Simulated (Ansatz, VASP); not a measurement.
# OsO: VASP beside Ansatz

```
Os O
1.0
     0.00000    2.26694    2.26694
     2.26694    0.00000    2.26694
     2.26694    2.26694    0.00000
Os O
1 1
Direct
  0.00000 0.00000 0.00000
  0.75000 0.75000 0.75000
```

Alike in both runs: task relaxation of cell and atoms; functional PBE; k mesh 6 × 6 × 6; occupations gaussian, width 0.1 eV; no spin polarisation.

|  | VASP | Ansatz |
| --- | --- | --- |
| version | VASP 6.6.1 | Ansatz 0.2.0 |
| potentials or method | VASP PAW PBE potentials, release 64 (Os_sv_GW, O), cutoff 700 eV | scalar-relativistic, plane waves, PAW |
| valence electrons in the cell | 22 | 22 |

|  | VASP | Ansatz | Ansatz less VASP |
| --- | --- | --- | --- |
| gap on the k mesh at the Fermi level, each at its own relaxed structure (eV) | 0.21 | 0.21 | +0.001 |
| relaxed volume (Å³/atom) | 12.50 | 12.47 | -0.024 |
| relaxed length of the cell vector where the two differ most in proportion (Å) | 3.282 | 3.280 | -0.0021 |

Neither program's run includes spin-orbit coupling.
